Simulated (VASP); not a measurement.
Si2Ni, 3 atoms in the cell. Symmetry: Fm-3m, No. 225, cubic system. Conventional cell: a = 5.443 Å, b = 5.443 Å, c = 5.443 Å, α = 90.00°, β = 90.00°, γ = 90.00°. Within 3.1 Å of Si (site symmetry -43m) lie 4 Ni at 2.36 Å and 6 Si at 2.72 Å. Within 3.1 Å of Ni (site symmetry m-3m) lie 8 Si at 2.36 Å. 

| Quantity | Value |
| --- | --- |
| Program | VASP 6.6.1 |
| Task | single point |
| Functional | PBE |
| Potentials or basis | VASP PAW PBE potentials, release 64 (Si, Ni) |
| Cutoff | 520 eV |
| k mesh | 12 × 12 × 12 |
| Occupations | gaussian, width 0.05 eV |
| Spin | collinear spin, ferromagnetic start |
| Starting moments | [0.0, 0.0, 0.5] μB |
| Dipole correction | no |
| Further INCAR settings | ALGO = Normal; EDIFF = 1e-06; NBANDS = 20 |

Potentials or basis: VASP PAW PBE potentials, release 64 (Si, Ni).

Command:

```sh
$ cat potpaw_PBE.64/Si/POTCAR potpaw_PBE.64/Ni/POTCAR > POTCAR
$ mpirun -np 1 vasp_std > vasp.out
```

Hardware: 1 thread of Intel Xeon 6975P-C (shared host).

Q: How long does it take, and how much memory?

A: It took 2.1 min on 1 thread of Intel Xeon 6975P-C, on a shared host, peak memory 0.24 GiB. Counts: scf iterations 14, k points 72.
